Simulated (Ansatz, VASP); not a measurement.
**Two plane-wave programs on ZnO**

The input INCAR:

```
SYSTEM = ZnO
PREC = Accurate
ENCUT = 520
EDIFF = 1E-6
ISMEAR = 0
SIGMA = 0.1
LREAL = .False.
LASPH = .True.
NELM = 150
ALGO = Normal
ISIF = 2
LWAVE = .False.
LCHARG = .False.
ISPIN = 2
MAGMOM = 0 1
LORBIT = 11
GGA = PE
NBANDS = 20
```

File KPOINTS:

```
Automatic mesh
0
Gamma
  6 6 6
  0 0 0
```

POSCAR

```
ZnO
1.0
    2.2108579900     -2.5057941000      0.0000000000
    2.2108579900      2.5057941000      0.0000000000
    0.0000000000      0.0000000000      2.5682036700
Zn O
1 1
Direct
    0.0000000000      0.0000000000      0.5000000000
    0.5000000000      0.5000000000      0.5000000000
```

Input for Ansatz:

```yaml
crystal:
  lattice:
    - [2.21085799, -2.5057941, 0.0]
    - [2.21085799, 2.5057941, 0.0]
    - [0.0, 0.0, 2.56820367]
  atoms:
    - { symbol: Zn, position: [0.0, 0.0, 0.5] }
    - { symbol: O, position: [0.5, 0.5, 0.5], spin: 1.0 }
basis:
  ecutwfc: 420
kpoints:
  mp_grid: { grid: [6, 6, 6] }
hamiltonian:
  xc: pbe
scf:
  occupations: { method: gaussian, width: 0.1 }
  lower_state_search: "off"
output:
  forces: true
  stress: true
  eigenvalues: true
  populations: true
magnetization:
  spin_polarized: true
```

Alike in both runs: task single point; functional PBE; k mesh 6 × 6 × 6; occupations gaussian, width 0.1 eV; collinear spin.

|  | VASP | Ansatz |
| --- | --- | --- |
| version | VASP 6.6.1 | Ansatz 0.2.0 |
| potentials or method | VASP PAW PBE potentials, release 64 (Zn, O), cutoff 520 eV | scalar-relativistic, plane waves, PAW |
| valence electrons in the cell | 18 | 18 |

```csv
,VASP,Ansatz,Ansatz less VASP
gap on the k mesh at the Fermi level (eV),none,none,-
pressure (GPa),-15.5,-15.7,-0.18
"traceless stress, the component that is largest in VASP (GPa)",30.49,30.73,+0.241
net moment per atom (μB),0.09,0.09,0.000
size of the moment on the site where the two differ most (μB),0.16,0.18,+0.017
```

Site moments also hang on the region over which each program counts them. A gap of «none» marks a metal or a gap that the smearing closes.

The k mesh is coarse, so the values compare programs but aren't converged.
